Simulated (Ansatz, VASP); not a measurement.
**Two plane-wave programs on LiZn**

The input INCAR:

```
PREC     = Accurate       # precision mode
ENCUT    = 600            # plane-wave cutoff, eV
EDIFF    = 1E-6           # SCF threshold, eV
ISMEAR   = -1             # smearing method
SIGMA    = 0.08           # smearing width, eV
LREAL    = False          # projectors in reciprocal space
LASPH    = True           # aspherical terms in the spheres
NELM     = 100            # most SCF steps
ALGO     = Normal         # electronic algorithm
ISIF     = 3              # what is computed and relaxed
LWAVE    = False          # write WAVECAR
LCHARG   = False          # write CHGCAR
GGA      = CA             # functional
IBRION   = 2              # ionic algorithm
NSW      = 100            # ionic steps
EDIFFG   = -0.002         # ionic threshold
```

Contents of KPOINTS:

```
Automatic mesh
0
Gamma
  8 8 8
```

Contents of POSCAR:

```
LiZn
1.0
    0.0000000000      3.1170000000      3.1170000000
    3.1170000000      0.0000000000      3.1170000000
    3.1170000000      3.1170000000      0.0000000000
Li Zn
2 2
Direct
    0.5000000000      0.5000000000      0.5000000000
    0.7500000000      0.7500000000      0.7500000000
    0.0000000000      0.0000000000      0.0000000000
    0.2500000000      0.2500000000      0.2500000000
```

Input for Ansatz:

```yaml
crystal:
  lattice:
    - [0.0, 3.117, 3.117]
    - [3.117, 0.0, 3.117]
    - [3.117, 3.117, 0.0]
  atoms:
    - { symbol: Li, position: [0.5, 0.5, 0.5] }
    - { symbol: Li, position: [0.75, 0.75, 0.75] }
    - { symbol: Zn, position: [0.0, 0.0, 0.0] }
    - { symbol: Zn, position: [0.25, 0.25, 0.25] }
kpoints:
  mp_grid: { grid: [8, 8, 8] }
scf:
  occupations: { method: fermi_dirac, width: 0.08 }
hamiltonian:
  xc: lda
  pseudopotentials: { kind: paw }
relax:
  f_tol: 0.002
  max_steps: 80
  cell: {}
output:
  forces: true
  stress: true
```

Alike in both runs: task relaxation of cell and atoms; functional LDA; k mesh 8 × 8 × 8; occupations fermi-dirac, width 0.08 eV; no spin polarisation.

|  | VASP | Ansatz |
| --- | --- | --- |
| version | VASP 6.6.1 | Ansatz 0.2.0 |
| potentials or method | VASP PAW LDA potentials, release 64 (Li_sv, Zn) | PAW with Ansatz's default frozen-core files, scalar-relativistic |
| plane-wave cutoff (eV) | 600 | 420 |
| valence electrons in the cell | 30 | 30 |

VASP gave:

| Item | Value |
| --- | --- |
| relaxed volume (Å³/atom) | 13.10 |
| relaxed cell length with the largest relative difference (Å) | 4.200 |

Problem. Estimate Ansatz's values.

Solution. Relaxed volume (Å³/atom): 13.07; relaxed cell length with the largest relative difference (Å): 4.198.

LDA's correlation is that of Perdew and Zunger in VASP and of Perdew and Wang (1992) in Ansatz.

Noted on VASP's run: the cutoff is short for stress, so the pressure is rough.
